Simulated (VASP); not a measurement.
# GeSb2Te4 (I-4m2) in VASP: single point with PBE

Aim: the single point of GeSb2Te4 with PBE.

Everything below comes from runs of VASP 6.6.1. Logs are shortened: lines on timing, memory, paths and dates and some standing lists are left out, and cuts for length are marked.

### Step 1. The cell of the first run

Symmetry: I-4m2, No. 119, tetragonal system. The conventional cell has a = 6.119 Å, b = 6.119 Å, c = 12.103 Å, α = 90.00°, β = 90.00°, γ = 90.00°. Ge (site symmetry -4m2) has 6 Te at 3.00 to 3.06 Å within 4.0 Å. Within 4.0 Å of Sb (site symmetry -4m2) lie 6 Te at 3.05 to 3.06 Å. Within 4.0 Å of Sb (site symmetry -4m2) lie 6 Te at 3.05 to 3.06 Å. Within 4.0 Å of Te (site symmetry 2mm) lie 3 Sb at 3.05 to 3.06 Å and 2 Ge at 3.06 Å. Te (site symmetry 2mm) has 1 Ge at 3.00 Å and 3 Sb at 3.05 to 3.06 Å within 4.0 Å.

### Step 2. Single point, PBE

Input file INCAR:

```
SYSTEM = GeSb2Te4
ALGO = Normal ; EDIFF = 1E-6
ENCUT = 520 ; GGA = PE
ISIF = 2 ; ISMEAR = 0
LASPH = .True. ; LCHARG = .False.
LREAL = Auto ; LWAVE = .False.
NBANDS = 226 ; NELM = 60
PREC = Accurate ; SIGMA = 0.05
```

Input file KPOINTS:

```
k-points
0
Gamma
  1 1 1
  0 0 0
```

Input file POSCAR:

```
GeSb2Te4
1.0
   12.2383000000      0.0000000000      0.0000000000
    0.0000000000     12.2383000000      0.0000000000
   -6.1191500000     -6.1191500000     12.1028300000
Ge Sb Te
8 16 32
Direct
    0.0000000000      0.0000000000      0.0000000000
    0.0000000000      0.0000000000      0.5000000000
    0.5000000000      0.0000000000      0.5000000000
    0.5000000000      0.0000000000      0.0000000000
    0.0000000000      0.5000000000      0.5000000000
    0.0000000000      0.5000000000      0.0000000000
    0.5000000000      0.5000000000      0.0000000000
    0.5000000000      0.5000000000      0.5000000000
    0.2500000000      0.2500000000      0.5000000000
    0.2500000000      0.2500000000      0.0000000000
    0.7500000000      0.2500000000      0.0000000000
    0.7500000000      0.2500000000      0.5000000000
    0.2500000000      0.7500000000      0.0000000000
    0.2500000000      0.7500000000      0.5000000000
    0.7500000000      0.7500000000      0.5000000000
    0.7500000000      0.7500000000      0.0000000000
    0.3750000000      0.1250000000      0.2500000000
    0.3750000000      0.1250000000      0.7500000000
    0.8750000000      0.1250000000      0.7500000000
    0.8750000000      0.1250000000      0.2500000000
    0.3750000000      0.6250000000      0.7500000000
    0.3750000000      0.6250000000      0.2500000000
    0.8750000000      0.6250000000      0.2500000000
    0.8750000000      0.6250000000      0.7500000000
    0.0008100000      0.2508100000      0.0016200000
    0.0008100000      0.2508100000      0.5016200000
    0.5008100000      0.2508100000      0.5016200000
    0.5008100000      0.2508100000      0.0016200000
    0.0008100000      0.7508100000      0.5016200000
    0.0008100000      0.7508100000      0.0016200000
    0.5008100000      0.7508100000      0.0016200000
    0.5008100000      0.7508100000      0.5016200000
    0.1240810000      0.1240810000      0.2481620000
    0.1240810000      0.1240810000      0.7481620000
    0.6240810000      0.1240810000      0.7481620000
    0.6240810000      0.1240810000      0.2481620000
    0.1240810000      0.6240810000      0.7481620000
    0.1240810000      0.6240810000      0.2481620000
    0.6240810000      0.6240810000      0.2481620000
    0.6240810000      0.6240810000      0.7481620000
    0.2491900000      0.4991900000      0.4983800000
    0.2491900000      0.4991900000      0.9983800000
    0.7491900000      0.4991900000      0.9983800000
    0.7491900000      0.4991900000      0.4983800000
    0.2491900000      0.9991900000      0.9983800000
    0.2491900000      0.9991900000      0.4983800000
    0.7491900000      0.9991900000      0.4983800000
    0.7491900000      0.9991900000      0.9983800000
    0.3759190000      0.3759190000      0.7518380000
    0.3759190000      0.3759190000      0.2518380000
    0.8759190000      0.3759190000      0.2518380000
    0.8759190000      0.3759190000      0.7518380000
    0.3759190000      0.8759190000      0.2518380000
    0.3759190000      0.8759190000      0.7518380000
    0.8759190000      0.8759190000      0.7518380000
    0.8759190000      0.8759190000      0.2518380000
```

Potentials or basis: VASP PAW PBE potentials, release 64 (Ge_d, Sb, Te).

On the command line:

```console
$ cat potpaw_PBE.64/Ge_d/POTCAR potpaw_PBE.64/Sb/POTCAR potpaw_PBE.64/Te/POTCAR > POTCAR
$ mpirun -np 1 vasp_gam > vasp.out
```

OUTCAR:

```text
SYSTEM = GeSb2Te4
   EDIFF = 1E-6
   ENCUT = 520
   GGA = PE
   ISIF = 2
   ISMEAR = 0
   LASPH = .True.
   LREAL = Auto
   NELM = 60
   PREC = Accurate

 ion  position               nearest neighbor table
   1  0.000  0.000  0.000-  33 3.00  55 3.00  25 3.06  45 3.06  48 3.06  30 3.06
   2  0.000  0.000  0.500-  34 3.00  56 3.00  26 3.06  46 3.06  47 3.06  29 3.06
   3  0.500  0.000  0.500-  35 3.00  53 3.00  27 3.06  46 3.06  47 3.06  32 3.06
   4  0.500  0.000  0.000-  36 3.00  54 3.00  28 3.06  45 3.06  48 3.06  31 3.06
   5  0.000  0.500  0.500-  37 3.00  51 3.00  26 3.06  41 3.06  44 3.06  29 3.06
   6  0.000  0.500  0.000-  38 3.00  52 3.00  25 3.06  42 3.06  43 3.06  30 3.06
[... 36 lines left out ...]
  43  0.749  0.499  0.998-  23 3.05   7 3.06  11 3.06  16 3.06   6 3.06
  44  0.749  0.499  0.498-  24 3.05   8 3.06  12 3.06  15 3.06   5 3.06
  45  0.249  0.999  0.998-  17 3.05   4 3.06  10 3.06  13 3.06   1 3.06
  46  0.249  0.999  0.498-  18 3.05   3 3.06   9 3.06  14 3.06   2 3.06
  47  0.749  0.999  0.498-  19 3.05   3 3.06  12 3.06  15 3.06   2 3.06
  48  0.749  0.999  0.998-  20 3.05   4 3.06  11 3.06  16 3.06   1 3.06
  49  0.376  0.376  0.752-   7 3.00   9 3.05  21 3.06  18 3.06
  50  0.376  0.376  0.252-   8 3.00  10 3.05  22 3.06  17 3.06
  51  0.876  0.376  0.252-   5 3.00  11 3.05  23 3.06  20 3.06
  52  0.876  0.376  0.752-   6 3.00  12 3.05  24 3.06  19 3.06
  53  0.376  0.876  0.252-   3 3.00  13 3.05  17 3.06  22 3.06
  54  0.376  0.876  0.752-   4 3.00  14 3.05  18 3.06  21 3.06
  55  0.876  0.876  0.752-   1 3.00  15 3.05  19 3.06  24 3.06
  56  0.876  0.876  0.252-   2 3.00  16 3.05  20 3.06  23 3.06

  LATTYP: Found a body centered tetragonal cell.
 ALAT       =    12.2383000000
 C/A-ratio  =     1.9778613043

  Lattice vectors:

 A1 = (   6.1191500000,  -6.1191500000, -12.1028300000)
 A2 = (  -6.1191500000,   6.1191500000, -12.1028300000)
 A3 = (   6.1191500000,   6.1191500000,  12.1028300000)

Analysis of symmetry for initial positions (statically):
=====================================================================
 Subroutine PRICEL returns following result:

  LATTYP: Found a body centered tetragonal cell.
 ALAT       =     6.1191500000
 C/A-ratio  =     1.9778613043

  Lattice vectors:

 A1 = (   3.0595750000,  -3.0595750000,  -6.0514150000)
 A2 = (  -3.0595750000,   3.0595750000,  -6.0514150000)
 A3 = (   3.0595750000,   3.0595750000,   6.0514150000)

   8 primitive cells build up your supercell.

 Routine SETGRP: Setting up the symmetry group for a
 body centered tetragonal supercell.

 Subroutine GETGRP returns: Found  8 space group operations
 (whereof  8 operations were pure point group operations)
 out of a pool of 16 trial point group operations.

The static configuration has the point symmetry D_2d.

Analysis of symmetry for dynamics (positions and initial velocities):
=====================================================================
 Subroutine PRICEL returns following result:

  LATTYP: Found a body centered tetragonal cell.
 ALAT       =     6.1191500000
 C/A-ratio  =     1.9778613043

  Lattice vectors:

 A1 = (   3.0595750000,  -3.0595750000,  -6.0514150000)
 A2 = (  -3.0595750000,   3.0595750000,  -6.0514150000)
 A3 = (   3.0595750000,   3.0595750000,   6.0514150000)

   8 primitive cells build up your supercell.

 Routine SETGRP: Setting up the symmetry group for a
 body centered tetragonal supercell.

 Subroutine GETGRP returns: Found  8 space group operations
 (whereof  8 operations were pure point group operations)
 out of a pool of 16 trial point group operations.

The dynamic configuration has the point symmetry D_2d.

 Subroutine INISYM returns: Found  8 space group operations
 (whereof  8 operations are pure point group operations),
 and found     8 'primitive' translations

----------------------------------------------------------------------------------------

                                     Primitive cell

  volume of cell :     226.5892

  direct lattice vectors                    reciprocal lattice vectors
     3.059575000 -3.059575000 -6.051415000     0.163421390  0.000000000 -0.082625303
    -3.059575000  3.059575000 -6.051415000     0.000000000  0.163421390 -0.082625303
     3.059575000  3.059575000  6.051415000     0.163421390  0.163421390  0.000000000

  length of vectors
     7.439194974  7.439194974  7.439194974     0.183121521  0.183121521  0.231112746

  position of ions in fractional coordinates (direct lattice)
     0.000000000  0.000000000  0.000000000
     0.500000000  0.500000000  0.000000000
     0.250000000  0.750000000  0.500000000
     0.998380000  0.498380000  0.500000000
     0.751838000  0.751838000  1.000000000
     0.501620000  0.001620000  0.500000000
     0.248162000  0.248162000  0.000000000

  ion indices of the primitive-cell ions
   primitive index   ion index
                 1           1
                 2          13
                 3          19
                 4          30
                 5          33
                 6          45
                 7          55

----------------------------------------------------------------------------------------

 KPOINTS: k-points

Automatic generation of k-mesh.
 Grid dimensions read from file:
 generate k-points for:    1    1    1

 Generating k-lattice:

  Cartesian coordinates                     Fractional coordinates (reciprocal lattice)
     0.081710695  0.000000000  0.041312652     1.000000000  0.000000000  0.000000000
     0.000000000  0.081710695  0.041312652     0.000000000  1.000000000  0.000000000
     0.000000000  0.000000000  0.082625303     0.000000000  0.000000000  1.000000000

  Length of vectors
     0.091560761  0.091560761  0.082625303

  Shift w.r.t. Gamma in fractional coordinates (k-lattice)
     0.000000000  0.000000000  0.000000000

 Subroutine IBZKPT returns following result:
 ===========================================

 Found      1 irreducible k-points:

 Following reciprocal coordinates:
            Coordinates               Weight
  0.000000  0.000000  0.000000      1.000000
   k-points           NKPTS =      1   k-points in BZ     NKDIM =      1   number of bands    NBANDS=    226
   number of dos      NEDOS =    301   number of ions     NIONS =     56
   total plane-waves  NPLWV = ******
   dimension x,y,z NGX =    96 NGY =   96 NGZ =  112
   dimension x,y,z NGXF=   192 NGYF=  192 NGZF=  224
   ions per type =               8  16  32
   NGX,Y,Z   is equivalent  to a cutoff of  13.04, 13.04, 12.51 a.u.
   NGXF,Y,Z  is equivalent  to a cutoff of  26.08, 26.08, 25.03 a.u.
 SYSTEM =  GeSb2Te4
   PREC   = accura    normal or accurate (medium, high low for compatibility)
   ISTART =      0    job   : 0-new  1-cont  2-samecut
   ICHARG =      2    charge: 1-file 2-atom 10-const
   ISPIN  =      1    spin polarized calculation?
   LNONCOLLINEAR =      F non collinear calculations
   LSORBIT =      F    spin-orbit coupling
   LASPH  =      T    aspherical Exc in radial PAW
   ENCUT  =  520.0 eV  38.22 Ry    6.18 a.u.  22.76 22.76 27.66*2*pi/ulx,y,z
   NELM   =     60;   NELMIN=  2; NELMDL= -5     # of ELM steps
   EDIFF  = 0.1E-05   stopping-criterion for ELM
   LREAL  =      T    real-space projection
   EDIFFG = 0.1E-04   stopping-criterion for IOM
   NSW    =      0    number of steps for IOM
   IBRION =     -1    ionic relax: 0-MD 1-quasi-New 2-CG
   NFREE  =      0    steps in history (QN), initial steepest desc. (CG)
   ISIF   =      2    stress and relaxation
   ISYM   =      2    0-nonsym 1-usesym 2-fastsym
   POTIM  = 0.5000    time-step for ionic-motion
   TEBEG  =    0.0;   TEEND  =   0.0 temperature during run
   PSTRESS=    0.0 pullay stress
   NELECT =     384.0000    total number of electrons
   NUPDOWN=      -1.0000    fix difference up-down
   EMIN   =  10.00;   EMAX   =-10.00  energy-range for DOS
   EFERMI =   0.00;   METHOD = LEGACY
   ISMEAR =     0;   SIGMA  =   0.05  broadening in eV -4-tet -1-fermi 0-gaus
   EFERMI_NEDOS =   21; number of points for ismear=-14 and -15
   IALGO  =     38    algorithm
   IMIX   =      4    mixing-type and parameters
     AMIX     =   0.40;   BMIX     =  1.00
     AMIX_MAG =   1.60;   BMIX_MAG =  1.00
  volume/ion in A,a.u.               =      32.37       218.44
  Fermi-wavevector in a.u.,A,eV,Ry     =   0.975908  1.844199 12.958139  0.952396
  Thomas-Fermi vector in A             =   2.106485
   LORBIT       =      0    0 simple, 1 ext, 2 COOP (PROOUT), +10 PAW based schemes
   GGA     = PE    functional components
   LHFCALC =     F    Hartree Fock is set to
   AEXX    =    0.0000 exact exchange contribution
   IVDW    =     0    specifies the selected vdW correction
   LEPSILON=     F    determine dielectric tensor
   LRPA    =     F    only Hartree local field effects (RPA)
 non-spin polarized calculation
 Gauss-broadening in eV      SIGMA  =   0.05
  energy-cutoff  :      520.00
  volume of cell :     1812.71
 maximum number of plane-waves:     24429
 NGX is ok and might be reduce to    90
   NGX = 45   NGY = 45   NGZ = 55

 number of electron     384.0000020 magnetization

 Free energy of the ion-electron system (eV)
  ---------------------------------------------------
  ext. energy  EPLUGINS =         0.00000000
  ---------------------------------------------------
  free energy    TOTEN  =      -187.87478081 eV

  energy without entropy =     -187.76541974  energy(sigma->0) =     -187.82010027

 E-fermi :   5.3909     XC(G=0):  -9.1209

 val. band max:        5.3818092268   @ k =   0.0000   0.0000   0.0000
 cond. band min:       5.4000589678   @ k =   0.0000   0.0000   0.0000
 fundamental gap:      0.0182497410
 Fermi energy:         5.3909158019

 k-point     1 :       0.0000    0.0000    0.0000
  band No.  band energies     occupation
      1     -19.7867      2.00000
      2     -19.7867      2.00000
      3     -19.7866      2.00000
      4     -19.7866      2.00000
      5     -19.7866      2.00000
      6     -19.7866      2.00000
[... 196 lines left out ...]
    203       5.7166      0.00000
    204       5.7167      0.00000
 [bands above 204 left out]

------------------------ aborting loop because EDIFF is reached ----------------------------------------

  FORCE on cell =-STRESS in cart. coord.  units (eV):
  Direction    XX          YY          ZZ          XY          YZ          ZX
  --------------------------------------------------------------------------------------
  -------------------------------------------------------------------------------------
  Total       33.5205213     33.5205213    -48.4510131      0.0000000      0.0000000      0.0000000
  in kB       29.6273101     29.6273101    -42.8237132      0.0000000      0.0000000      0.0000000
  external PRESSURE =       5.4769690 kB  Pullay stress =       0.0000000 kB

 VOLUME and BASIS-vectors are now :
 -----------------------------------------------------------------------------
  energy-cutoff  :      520.00
  volume of cell :     1812.71
      direct lattice vectors                 reciprocal lattice vectors
    12.238300000  0.000000000  0.000000000     0.081710695  0.000000000  0.041312652
     0.000000000 12.238300000  0.000000000     0.000000000  0.081710695  0.041312652
    -6.119150000 -6.119150000 12.102830000     0.000000000  0.000000000  0.082625303

 POSITION                                       TOTAL-FORCE (eV/Angst)
 -----------------------------------------------------------------------------------
      0.00000      0.00000      0.00000        -0.000000      0.000000      0.000000
     -3.05958     -3.05958      6.05142        -0.000000      0.000000      0.000000
      3.05958     -3.05958      6.05142        -0.000000      0.000000      0.000000
      6.11915      0.00000      0.00000        -0.000000      0.000000      0.000000
     -3.05958      3.05958      6.05142        -0.000000      0.000000      0.000000
      0.00000      6.11915      0.00000        -0.000000      0.000000      0.000000
[... 48 lines left out ...]
      6.11915      6.11915      9.09937         0.000000      0.000000     -0.054113
      9.17873      9.17873      3.04795         0.000000      0.000000     -0.054113
 -----------------------------------------------------------------------------------
    total drift:                               -0.000017      0.000017     -0.000000

  FREE ENERGIE OF THE ION-ELECTRON SYSTEM (eV)
  ---------------------------------------------------
  free  energy   TOTEN  =      -187.8747808077 eV

  energy  without entropy=     -187.7654197407  energy(sigma->0) =     -187.82010027
```

It took 16 min on 1 thread of Intel Xeon Platinum 8488C (Sapphire Rapids), shared host; peak memory 1.8 GiB.

Results:

```
Free energy   : -187.8748 eV
Pressure      : 0.5 GPa
Largest force : 0.277 eV/Å
```

Forces in eV/Å, atoms in the order of the input:
```
Ge   0.000  0.000  0.000
Ge   0.000  0.000  0.000
Ge   0.000  0.000  0.000
Ge   0.000  0.000  0.000
Ge   0.000  0.000  0.000
Ge   0.000  0.000  0.000
Ge   0.000  0.000  0.000
Ge   0.000  0.000  0.000
Sb   0.000  0.000  0.000
Sb   0.000  0.000  0.000
Sb   0.000  0.000  0.000
Sb   0.000  0.000  0.000
Sb   0.000  0.000  0.000
Sb   0.000  0.000  0.000
Sb   0.000  0.000  0.000
Sb   0.000  0.000  0.000
Sb   0.000  0.000  0.000
Sb   0.000  0.000  0.000
Sb   0.000  0.000  0.000
Sb   0.000  0.000  0.000
Sb   0.000  0.000  0.000
Sb   0.000  0.000  0.000
Sb   0.000  0.000  0.000
Sb   0.000  0.000  0.000
Te   0.000  0.000 -0.277
Te   0.000  0.000 -0.277
Te   0.000  0.000 -0.277
Te   0.000  0.000 -0.277
Te   0.000  0.000 -0.277
Te   0.000  0.000 -0.277
Te   0.000  0.000 -0.277
Te   0.000  0.000 -0.277
Te   0.000  0.000  0.054
Te   0.000  0.000  0.054
Te   0.000  0.000  0.054
Te   0.000  0.000  0.054
Te   0.000  0.000  0.054
Te   0.000  0.000  0.054
Te   0.000  0.000  0.054
Te   0.000  0.000  0.054
Te   0.000  0.000  0.277
Te   0.000  0.000  0.277
Te   0.000  0.000  0.277
Te   0.000  0.000  0.277
Te   0.000  0.000  0.277
Te   0.000  0.000  0.277
Te   0.000  0.000  0.277
Te   0.000  0.000  0.277
Te   0.000  0.000 -0.054
Te   0.000  0.000 -0.054
Te   0.000  0.000 -0.054
Te   0.000  0.000 -0.054
Te   0.000  0.000 -0.054
Te   0.000  0.000 -0.054
Te   0.000  0.000 -0.054
Te   0.000  0.000 -0.054
```

Levels at points of the mesh, in eV from the Fermi level:
```
           k point  band 190  band 191  band 192  band 193  band 194  band 195
(0.00, 0.00, 0.00)     -0.15     -0.01     -0.01      0.01      0.01      0.12
```

Caveat: the k points lie up to 0.58 Å⁻¹ apart; spin-orbit coupling is left out, which moves the levels of the heavy elements.
